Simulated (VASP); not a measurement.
Here is a VASP 6.6.1 calculation.

Contents of INCAR:

```
ALGO     = Normal         # electronic algorithm
DIPOL    = 0.5 0.5 0.313
EDIFF    = 1E-6           # SCF threshold, eV
ENCUT    = 520            # plane-wave cutoff, eV
GGA      = PE             # functional
IDIPOL   = 3            
ISIF     = 2              # what is computed and relaxed
ISMEAR   = 0              # smearing method
ISPIN    = 2              # spin polarisation
IVDW     = 12             # dispersion correction
LASPH    = T              # aspherical terms in the spheres
LCHARG   = F              # write CHGCAR
LDIPOL   = T            
LORBIT   = 11             # projections on sites
LREAL    = F              # projectors in reciprocal space
LWAVE    = F              # write WAVECAR
MAGMOM   = 0 0 0 0 0 0 0 0 2 # initial moments
NBANDS   = 33             # bands
NELM     = 150            # most SCF steps
PREC     = Accurate       # precision mode
SIGMA    = 0.05           # smearing width, eV
```

KPOINTS

```
k-points
0
Gamma
  7 4 1
```

POSCAR

```
Si8S
1.0
    3.8155170197      0.0000000000      0.0000000000
    0.0000000000      6.3129357895      0.0000000000
    0.0000000000      0.0000000000     21.2318711397
Si S
8 1
Direct
    0.0000000000      0.9369021388      0.1883960191
    0.0000000000      0.5630978612      0.1883960191
    0.5000000000      0.4369021388      0.2402729771
    0.5000000000      0.0630978612      0.2402729771
    0.5000000000      0.9332664454      0.3446595292
    0.5000000000      0.5667335546      0.3446595292
    0.0000000000      0.4266292815      0.3877129380
    0.0000000000      0.0733707185      0.3877129380
    0.5000000000      0.4266292815      0.4913307485
```

Potentials or basis: VASP PAW PBE potentials, release 64 (Si, S).

Command:

```bash
$ cat potpaw_PBE.64/Si/POTCAR potpaw_PBE.64/S/POTCAR > POTCAR
$ mpirun -np 1 vasp_std > vasp.out
```

Question: What does it give for the dispersion energy per atom?

Answer: -0.253 eV.

Question: What does it give for the net moment?

Answer: 0.27 μB per cell.

Question: Estimate the largest force.

Answer: 2.165 eV/Å.

Question: Estimate the site moments.

Answer: Si +0.01, -0.00, +0.00, -0.01; S +0.11 μB.

Forces in eV/Å, atoms in the order of the input:
```
Si   0.000 -0.593  0.386
Si   0.000  0.641  0.601
Si   0.000 -0.042 -0.566
Si   0.000  0.092 -0.569
Si   0.000 -0.259  0.152
Si   0.000  0.335 -0.332
Si   0.000  0.210  2.155
Si   0.000 -0.277  0.124
S    0.000 -0.106 -1.951
```
